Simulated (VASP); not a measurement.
Write the native input for VASP 6.6.1 that does the following.

- Task: single point
- Functional: PBEsol
- Potentials or basis: VASP PAW PBE potentials, release 64 (Ni)
- Cutoff: 520 eV
- k mesh: 18 × 18 × 18
- Occupations: fermi-dirac, width 0.1 eV
- Spin: no spin polarisation
- Dipole correction: no
- Further INCAR settings: ALGO = Normal; EDIFF = 1e-07; NBANDS = 11

The structure of Ni lies in POSCAR:

```
Ni
1.0
   -1.3937746392      1.3937746392      1.3937746392
    1.3937746392     -1.3937746392      1.3937746392
    1.3937746392      1.3937746392     -1.3937746392
Ni
1
Direct
    0.0000000000      0.0000000000      0.0000000000
```

This cell differs from its parent crystal: volume scaled by 1.04.

The input as run:

INCAR

```
SYSTEM = Ni
  ALGO = Normal
  EDIFF = 1E-7
  ENCUT = 520
  GGA = PS
  ISIF = 2
  ISMEAR = -1
  LASPH = .True.
  LCHARG = .False.
  LREAL = .False.
  LWAVE = .False.
  NBANDS = 11
  NELM = 60
  PREC = Accurate
  SIGMA = 0.1
```

KPOINTS

```
k-points
0
Gamma
  18 18 18
  0 0 0
```

Potentials or basis: VASP PAW PBE potentials, release 64 (Ni).

Launch:

```sh
$ cat potpaw_PBE.64/Ni/POTCAR > POTCAR
$ mpirun -np 1 vasp_std > vasp.out
```

Results of the run:

```json
{
 "Pressure": "-8.0 GPa",
 "Band gap on the k mesh": "zero (band 5 reaches 9.44 eV, above the bottom of band 6 at 8.44 eV)"
}
```

Caveat: the PAW data sets were made with another functional, which shifts forces and pressure a little; the run has no spin polarisation, though such a crystal can be magnetic.

Run time: 8 s on 1 thread of Intel(R) Xeon(R) 6975P-C (Granite Rapids), with other jobs on the host, peak memory 0.13 GiB.
